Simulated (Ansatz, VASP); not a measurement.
# TaC: VASP beside Ansatz

```
Ta C
1.0
     0.00000    2.23763    2.23763
     2.23763    0.00000    2.23763
     2.23763    2.23763    0.00000
Ta C
1 1
Direct
  0.00000 0.00000 0.00000
  0.50000 0.50000 0.50000
```

Alike in both runs: functional PBE; k mesh 16 × 16 × 16; occupations gaussian, width 0.1 eV; no spin polarisation.

Ansatz relaxed the structure, and its values are those at the end. VASP's run is a single point on that final structure, the one shown.

|  | VASP | Ansatz |
| --- | --- | --- |
| version | VASP 6.6.1 | Ansatz 0.2.0 |
| potentials or method | VASP PAW PBE potentials, release 64 (Ta_pv, C), cutoff 600 eV | scalar-relativistic, plane waves, PAW |
| valence electrons in the cell | 15 | 17 |

|  | VASP | Ansatz | Ansatz less VASP |
| --- | --- | --- | --- |
| gap on the k mesh at the Fermi level (eV) | none | none | - |
| pressure (GPa) | 0.6 | 0.0 | -0.59 |

A gap of «none» marks a metal or a gap that the smearing closes. VASP's potentials hold 15 valence electrons a cell and Ansatz's 17, so a difference there can come from the potentials and not from the codes.

Spin-orbit coupling is off throughout.
